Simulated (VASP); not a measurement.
# Al (Cmcm) in VASP: a series of runs

Runs on Al. Level: PBE. Tasks: single point.

All numbers are computed with VASP 6.6.1; they aren't measurements. Logs are shortened: lines on timing, memory, paths and dates and some standing lists are left out, and cuts for length are marked.

### 1 The cell of the first run

It takes space group Cmcm (No. 63, orthorhombic). Conventional cell: a = 2.827 Å, b = 8.961 Å, c = 5.478 Å, α = 90.00°, β = 90.00°, γ = 90.00°. Within 3.6 Å of Al (site symmetry 2/m) lie 10 Al at 2.74 to 2.84 Å. Al (site symmetry m2m) has 12 Al at 2.79 to 3.11 Å within 3.7 Å.

### 2 Single point, PBE

Input file INCAR:

```
SYSTEM = Al
PREC = Accurate
ENCUT = 520
EDIFF = 1E-6
ISMEAR = 0
SIGMA = 0.2
LREAL = .False.
LASPH = .True.
NELM = 100
ALGO = Fast
ISIF = 2
LWAVE = .False.
LCHARG = .False.
GGA = PE
NBANDS = 22
```

Input file KPOINTS:

```
regular mesh
0
Gamma
  8 4 4
  0 0 0
```

Input file POSCAR:

```
Al
1.0
    0.0000000000     -2.8265076084      0.0000000000
   -5.4784375495      0.0000000000      0.0000000000
    0.0000000000      0.0000000000     -8.9608308624
Al
8
Direct
    0.7500000000      0.0000000000      0.2500000000
    0.7500000000      0.5000000000      0.2500000000
    0.2500000000      1.0000000000      0.7500000000
    0.2500000000      0.5000000000      0.7500000000
    0.7500000000      0.7500000000      0.9790509341
    0.7500000000      0.2500000000      0.5209490659
    0.2500000000      0.2500000000      0.0209490659
    0.2500000000      0.7500000000      0.4790509341
```

Potentials or basis: VASP PAW PBE potentials, release 64 (Al).

Command:

```bash
$ cat potpaw_PBE.64/Al/POTCAR > POTCAR
$ mpirun -np 1 vasp_std > vasp.out
```

OUTCAR:

```text
SYSTEM = Al
   PREC = Accurate
   ENCUT = 520
   EDIFF = 1E-6
   ISMEAR = 0
   LREAL = .False.
   LASPH = .True.
   NELM = 100
   ISIF = 2
   GGA = PE

 ion  position               nearest neighbor table
   1  0.750  0.000  0.250-   2 2.74   2 2.74   6 2.79   5 2.79   8 2.84   7 2.84   7 2.84   8 2.84

   2  0.750  0.500  0.250-   1 2.74   1 2.74   6 2.79   5 2.79   8 2.84   7 2.84   7 2.84   8 2.84

   3  0.250  0.000  0.750-   4 2.74   4 2.74   8 2.79   7 2.79   6 2.84   5 2.84   5 2.84   6 2.84

   4  0.250  0.500  0.750-   3 2.74   3 2.74   8 2.79   7 2.79   6 2.84   5 2.84   5 2.84   6 2.84

   5  0.750  0.750  0.979-   1 2.79   2 2.79   3 2.84   4 2.84   3 2.84   4 2.84   7 3.11   7 3.11
                             7 3.11   7 3.11
   6  0.750  0.250  0.521-   1 2.79   2 2.79   3 2.84   4 2.84   3 2.84   4 2.84   8 3.11   8 3.11
                             8 3.11   8 3.11
   7  0.250  0.250  0.021-   3 2.79   4 2.79   1 2.84   2 2.84   1 2.84   2 2.84   5 3.11   5 3.11
                             5 3.11   5 3.11
   8  0.250  0.750  0.479-   3 2.79   4 2.79   1 2.84   2 2.84   1 2.84   2 2.84   6 3.11   6 3.11
                             6 3.11   6 3.11

  LATTYP: Found a simple orthorhombic cell.
 ALAT       =     2.8265076084
 B/A-ratio  =     1.9382355573
 C/A-ratio  =     3.1702836517

  Lattice vectors:

 A1 = (   0.0000000000,  -2.8265076084,   0.0000000000)
 A2 = (  -5.4784375495,   0.0000000000,   0.0000000000)
 A3 = (   0.0000000000,   0.0000000000,  -8.9608308624)

Analysis of symmetry for initial positions (statically):
=====================================================================
 Subroutine PRICEL returns following result:

  LATTYP: Found a base centered orthorhombic cell.
 ALAT       =     2.8265076084
 B/A-ratio  =     3.1702836517
 C/A-ratio  =     1.9382355573

  Lattice vectors:

 A1 = (   0.0000000000,  -1.4132538042,  -4.4804154312)
 A2 = (   0.0000000000,  -1.4132538042,   4.4804154312)
 A3 = (  -5.4784375495,   0.0000000000,   0.0000000000)

   2 primitive cells build up your supercell.

 Routine SETGRP: Setting up the symmetry group for a
 simple orthorhombic supercell.

 Subroutine GETGRP returns: Found  8 space group operations
 (whereof  2 operations were pure point group operations)
 out of a pool of  8 trial point group operations.

The static configuration has the point symmetry S_2 .
 The point group associated with its full space group is D_2h.

Analysis of symmetry for dynamics (positions and initial velocities):
=====================================================================
 Subroutine PRICEL returns following result:

  LATTYP: Found a base centered orthorhombic cell.
 ALAT       =     2.8265076084
 B/A-ratio  =     3.1702836517
 C/A-ratio  =     1.9382355573

  Lattice vectors:

 A1 = (   0.0000000000,  -1.4132538042,  -4.4804154312)
 A2 = (   0.0000000000,  -1.4132538042,   4.4804154312)
 A3 = (  -5.4784375495,   0.0000000000,   0.0000000000)

   2 primitive cells build up your supercell.

 Routine SETGRP: Setting up the symmetry group for a
 simple orthorhombic supercell.

 Subroutine GETGRP returns: Found  8 space group operations
 (whereof  2 operations were pure point group operations)
 out of a pool of  8 trial point group operations.

The dynamic configuration has the point symmetry S_2 .
 The point group associated with its full space group is D_2h.

 Subroutine INISYM returns: Found  8 space group operations
 (whereof  2 operations are pure point group operations),
 and found     2 'primitive' translations

----------------------------------------------------------------------------------------

                                     Primitive cell

  volume of cell :      69.3785

  direct lattice vectors                    reciprocal lattice vectors
     0.000000000 -1.413253804 -4.480415431     0.000000000 -0.353793493 -0.111596794
     0.000000000 -1.413253804  4.480415431     0.000000000 -0.353793493  0.111596794
    -5.478437549  0.000000000  0.000000000    -0.182533796  0.000000000  0.000000000

  length of vectors
     4.698021791  4.698021791  5.478437549     0.370976657  0.370976657  0.182533796

  position of ions in fractional coordinates (direct lattice)
     0.000000000  0.500000000  0.000000000
     0.000000000  0.500000000  0.500000000
     0.729050934  0.770949066  0.750000000
     0.270949066  0.229050934  0.250000000

  ion indices of the primitive-cell ions
   primitive index   ion index
                 1           1
                 2           2
                 3           5
                 4           6

----------------------------------------------------------------------------------------

 KPOINTS: regular mesh

Automatic generation of k-mesh.
 Grid dimensions read from file:
 generate k-points for:    8    4    4

 Generating k-lattice:

  Cartesian coordinates                     Fractional coordinates (reciprocal lattice)
     0.000000000 -0.044224187  0.000000000     0.125000000  0.000000000  0.000000000
    -0.045633449  0.000000000  0.000000000     0.000000000  0.250000000  0.000000000
     0.000000000  0.000000000 -0.027899199     0.000000000  0.000000000  0.250000000

  Length of vectors
     0.044224187  0.045633449  0.027899199

  Shift w.r.t. Gamma in fractional coordinates (k-lattice)
     0.000000000  0.000000000  0.000000000

 Subroutine IBZKPT returns following result:
 ===========================================

 Found     45 irreducible k-points:

 Following reciprocal coordinates:
            Coordinates               Weight
  0.000000  0.000000  0.000000      1.000000
  0.125000  0.000000  0.000000      2.000000
  0.250000  0.000000  0.000000      2.000000
  0.375000  0.000000  0.000000      2.000000
  0.500000  0.000000  0.000000      1.000000
  0.000000  0.250000  0.000000      2.000000
[... 16 lines left out ...]
  0.250000  0.250000  0.250000      8.000000
  0.375000  0.250000  0.250000      8.000000
 [... further k-points ...]
   k-points           NKPTS =     45   k-points in BZ     NKDIM =     45   number of bands    NBANDS=     22
   number of dos      NEDOS =    301   number of ions     NIONS =      8
   total plane-waves  NPLWV =  70560
   dimension x,y,z NGX =    24 NGY =   42 NGZ =   70
   dimension x,y,z NGXF=    48 NGYF=   84 NGZF=  140
   ions per type =               8
   NGX,Y,Z   is equivalent  to a cutoff of  14.12, 12.75, 12.99 a.u.
   NGXF,Y,Z  is equivalent  to a cutoff of  28.23, 25.49, 25.97 a.u.
 SYSTEM =  Al
   PREC   = accura    normal or accurate (medium, high low for compatibility)
   ISTART =      0    job   : 0-new  1-cont  2-samecut
   ICHARG =      2    charge: 1-file 2-atom 10-const
   ISPIN  =      1    spin polarized calculation?
   LNONCOLLINEAR =      F non collinear calculations
   LSORBIT =      F    spin-orbit coupling
   LASPH  =      T    aspherical Exc in radial PAW
   ENCUT  =  520.0 eV  38.22 Ry    6.18 a.u.   5.26 10.19 16.66*2*pi/ulx,y,z
   NELM   =    100;   NELMIN=  2; NELMDL= -5     # of ELM steps
   EDIFF  = 0.1E-05   stopping-criterion for ELM
   LREAL  =      F    real-space projection
   EDIFFG = 0.1E-04   stopping-criterion for IOM
   NSW    =      0    number of steps for IOM
   IBRION =     -1    ionic relax: 0-MD 1-quasi-New 2-CG
   NFREE  =      0    steps in history (QN), initial steepest desc. (CG)
   ISIF   =      2    stress and relaxation
   ISYM   =      2    0-nonsym 1-usesym 2-fastsym
   POTIM  = 0.5000    time-step for ionic-motion
   TEBEG  =    0.0;   TEEND  =   0.0 temperature during run
   PSTRESS=    0.0 pullay stress
   NELECT =      24.0000    total number of electrons
   NUPDOWN=      -1.0000    fix difference up-down
   EMIN   =  10.00;   EMAX   =-10.00  energy-range for DOS
   EFERMI =   0.00;   METHOD = LEGACY
   ISMEAR =     0;   SIGMA  =   0.20  broadening in eV -4-tet -1-fermi 0-gaus
   EFERMI_NEDOS =   21; number of points for ismear=-14 and -15
   IALGO  =     68    algorithm
   IMIX   =      4    mixing-type and parameters
     AMIX     =   0.40;   BMIX     =  1.00
     AMIX_MAG =   1.60;   BMIX_MAG =  1.00
  volume/ion in A,a.u.               =      17.34       117.05
  Fermi-wavevector in a.u.,A,eV,Ry     =   0.912137  1.723689 11.319971  0.831994
  Thomas-Fermi vector in A             =   2.036498
   LORBIT       =      0    0 simple, 1 ext, 2 COOP (PROOUT), +10 PAW based schemes
   GGA     = PE    functional components
   LHFCALC =     F    Hartree Fock is set to
   AEXX    =    0.0000 exact exchange contribution
   IVDW    =     0    specifies the selected vdW correction
   LEPSILON=     F    determine dielectric tensor
   LRPA    =     F    only Hartree local field effects (RPA)
 non-spin polarized calculation
 RMM-DIIS sequential band-by-band and
 Gauss-broadening in eV      SIGMA  =   0.20
  energy-cutoff  :      520.00
  volume of cell :      138.76
 maximum number of plane-waves:      3762
 NGX is ok and might be reduce to    24
   NGX = 11   NGY = 21   NGZ = 33

 number of electron      24.0000000 magnetization

 Free energy of the ion-electron system (eV)
  ---------------------------------------------------
  ext. energy  EPLUGINS =         0.00000000
  ---------------------------------------------------
  free energy    TOTEN  =       -29.41612574 eV

  energy without entropy =      -29.37518112  energy(sigma->0) =      -29.39565343

 E-fermi :   7.4242     XC(G=0):  -9.9961

 val. band max:        7.4041113363   @ k =   0.5000   0.2500   0.5000
 cond. band min:       7.4458756468   @ k =   0.0000   0.5000   0.0000
 fundamental gap:      0.0417643105
 Fermi energy:         7.4242057873

 k-point     1 :       0.0000    0.0000    0.0000
  band No.  band energies     occupation
      1      -3.3549      2.00000
      2      -1.5904      2.00000
      3      -1.4889      2.00000
      4       1.3556      2.00000
      5       1.5369      2.00000
      6       3.0997      2.00000
[... 14 lines left out ...]
     21      14.8870      0.00000
     22      15.3179      0.00000

 k-point     2 :       0.1250    0.0000    0.0000
  band No.  band energies     occupation
      1      -3.0671      2.00000
      2      -1.3070      2.00000
      3      -1.2041      2.00000
      4       1.6317      2.00000
      5       1.8173      2.00000
      6       3.3593      2.00000
[... 14 lines left out ...]
     21      14.4619      0.00000
     22      14.9057      0.00000

 k-point     3 :       0.2500    0.0000    0.0000
  band No.  band energies     occupation
      1      -2.2078      2.00000
      2      -0.4622      2.00000
      3      -0.3538      2.00000
      4       2.4535      2.00000
      5       2.6552      2.00000
      6       4.1266      2.00000
[... 14 lines left out ...]
     21      12.9739      0.00000
     22      13.0477      0.00000

 k-point     4 :       0.3750    0.0000    0.0000
  band No.  band energies     occupation
      1      -0.7911      2.00000
      2       0.9143      2.00000
      3       1.0489      2.00000
      4       3.7498      2.00000
      5       3.7859      2.00000
      6       4.0399      2.00000
[... 14 lines left out ...]
     21      10.6515      0.00000
     22      10.8192      0.00000

 k-point     5 :       0.5000    0.0000    0.0000
  band No.  band energies     occupation
      1       1.1255      2.00000
      2       1.1255      2.00000
      3       2.9697      2.00000
      4       2.9697      2.00000
      5       2.9869      2.00000
      6       2.9869      2.00000
[... 417 lines left out ...]
 k-point    22 :       0.1250    0.2500    0.2500
  band No.  band energies     occupation
      1      -2.6472      2.00000
      2      -1.7437      2.00000
      3      -0.2340      2.00000
      4      -0.0328      2.00000
      5       0.8120      2.00000
      6       2.4950      2.00000
[... 14 lines left out ...]
     21      13.0465      0.00000
     22      13.2647      0.00000

 k-point    23 :       0.2500    0.2500    0.2500
  band No.  band energies     occupation
      1      -1.7904      2.00000
      2      -0.8927      2.00000
      3       0.6089      2.00000
      4       0.8083      2.00000
      5       1.6441      2.00000
      6       3.3146      2.00000
[... 14 lines left out ...]
     21      12.0778      0.00000
     22      12.2355      0.00000

 k-point    24 :       0.3750    0.2500    0.2500
  band No.  band energies     occupation
      1      -0.3780      2.00000
      2       0.5064      2.00000
      3       1.9968      2.00000
      4       2.1809      2.00000
      5       3.0045      2.00000
      6       4.1506      2.00000
[... 14 lines left out ...]
     21      11.0672      0.00000
     22      11.6732      0.00000

 [... further k-points ...]

------------------------ aborting loop because EDIFF is reached ----------------------------------------

  FORCE on cell =-STRESS in cart. coord.  units (eV):
  Direction    XX          YY          ZZ          XY          YZ          ZX
  --------------------------------------------------------------------------------------
  -------------------------------------------------------------------------------------
  Total       -1.9384156      0.8995289      1.2285942      0.0000000      0.0000000      0.0000000
  in kB      -22.3821767     10.3865320     14.1861289      0.0000000      0.0000000      0.0000000
  external PRESSURE =       0.7301614 kB  Pullay stress =       0.0000000 kB

 VOLUME and BASIS-vectors are now :
 -----------------------------------------------------------------------------
  energy-cutoff  :      520.00
  volume of cell :      138.76
      direct lattice vectors                 reciprocal lattice vectors
     0.000000000 -2.826507608  0.000000000     0.000000000 -0.353793493  0.000000000
    -5.478437549  0.000000000  0.000000000    -0.182533796  0.000000000  0.000000000
     0.000000000  0.000000000 -8.960830862     0.000000000  0.000000000 -0.111596794

 POSITION                                       TOTAL-FORCE (eV/Angst)
 -----------------------------------------------------------------------------------
      0.00000     -2.11988     -2.24021        -0.000000      0.000000      0.000000
     -2.73922     -2.11988     -2.24021        -0.000000     -0.000000      0.000000
      0.00000     -0.70663     -6.72062        -0.000000      0.000000      0.000000
     -2.73922     -0.70663     -6.72062        -0.000000     -0.000000      0.000000
     -4.10883     -2.11988     -8.77311         0.000000      0.000000      0.001396
     -1.36961     -2.11988     -4.66814         0.000000     -0.000000     -0.001396
     -1.36961     -0.70663     -0.18772         0.000000     -0.000000     -0.001396
     -4.10883     -0.70663     -4.29269         0.000000      0.000000      0.001396
 -----------------------------------------------------------------------------------
    total drift:                               -0.000000      0.000000     -0.000000

  FREE ENERGIE OF THE ION-ELECTRON SYSTEM (eV)
  ---------------------------------------------------
  free  energy   TOTEN  =       -29.4161257443 eV

  energy  without entropy=      -29.3751811194  energy(sigma->0) =      -29.39565343
```

Wall time 74 s (1 thread of Intel Xeon Platinum 8488C (Sapphire Rapids), shared host); peak memory 0.28 GiB.

What came out:

| Property | Result |
| --- | --- |
| Free energy | -29.4161 eV |
| Pressure | 0.1 GPa |
| Band gap on the k mesh | zero (bands 12 and 13 overlap by 1.91 eV) |

[end of part 1 of 2]
